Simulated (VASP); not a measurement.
Wanted: the native input for a VASP 6.6.1 run.

| Property | Result |
| --- | --- |
| Task | single point |
| Functional | r2SCAN |
| Potentials or basis | VASP PAW PBE potentials, release 64 (Te, Pd) |
| Cutoff | 520 eV |
| k mesh | 7 × 7 × 7 |
| Occupations | fermi-dirac, width 0.1 eV |
| Spin | no spin polarisation |
| Dipole correction | no |
| Further INCAR settings | ALGO = Normal; EDIFF = 1e-06; NBANDS = 35 |

The system is TePd2.

```xyz
6
Lattice="5.1352 0.0000 0.0000 0.0000 5.1352 0.0000 0.0000 0.0000 5.1352" Properties=species:S:1:pos:R:3 pbc="T T T"
Te    0.0000    0.0000    0.0000
Te    2.5676    2.5676    2.5676
Pd    1.2838    1.2838    1.2838
Pd    1.2838    3.8514    3.8514
Pd    3.8514    3.8514    1.2838
Pd    3.8514    1.2838    3.8514
```

The input as run:

POSCAR

```
TePd2
1.0
    5.1352171900      0.0000000000      0.0000000000
    0.0000000000      5.1352171900      0.0000000000
    0.0000000000      0.0000000000      5.1352171900
Te Pd
2 4
Direct
    0.0000000000      0.0000000000      0.0000000000
    0.5000000000      0.5000000000      0.5000000000
    0.2500000000      0.2500000000      0.2500000000
    0.2500000000      0.7500000000      0.7500000000
    0.7500000000      0.7500000000      0.2500000000
    0.7500000000      0.2500000000      0.7500000000
```

INCAR.step1

```
SYSTEM = TePd2
PREC = Accurate ; ENCUT = 520
ISMEAR = -1 ; SIGMA = 0.1
LREAL = .FALSE. ; LASPH = .TRUE.
NELM = 60 ; NBANDS = 35
GGA = PE ; ALGO = Normal
EDIFF = 1E-4 ; LWAVE = .TRUE.
LCHARG = .FALSE.
```

INCAR.step2

```
SYSTEM = TePd2
PREC = Accurate ; ENCUT = 520
EDIFF = 1E-6 ; ISMEAR = -1
SIGMA = 0.1 ; LREAL = .FALSE.
LASPH = .TRUE. ; NELM = 60
ALGO = Normal ; ISIF = 2
LWAVE = .FALSE. ; LCHARG = .TRUE.
METAGGA = R2SCAN ; LMIXTAU = .TRUE.
LELF = .TRUE. ; LVHAR = .TRUE.
NBANDS = 35 ; ISTART = 1
```

KPOINTS

```
regular mesh
0
G
  7 7 7
  0 0 0
```

Potentials or basis: VASP PAW PBE potentials, release 64 (Te, Pd).

The run is started by

```console
$ cat potpaw_PBE.64/Te/POTCAR potpaw_PBE.64/Pd/POTCAR > POTCAR
$ cp INCAR.step1 INCAR
$ mpirun -np 1 vasp_std > vasp.out
$ cp INCAR.step2 INCAR
$ mpirun -np 1 vasp_std > vasp.out
```

Results of the run:

```json
{
 "Pressure": "38.1 GPa",
 "Band gap on the k mesh": "zero (band 26 reaches 7.52 eV, above the bottom of band 27 at 6.38 eV)"
}
```

Caveat: the PAW data sets were made with another functional, which shifts forces and pressure a little; spin-orbit coupling is left out, which moves the levels of the heavy elements.

Run time: 2.4 min on 1 thread of Intel(R) Xeon(R) 6975P-C (Granite Rapids), with other jobs on the host, peak memory 0.29 GiB.
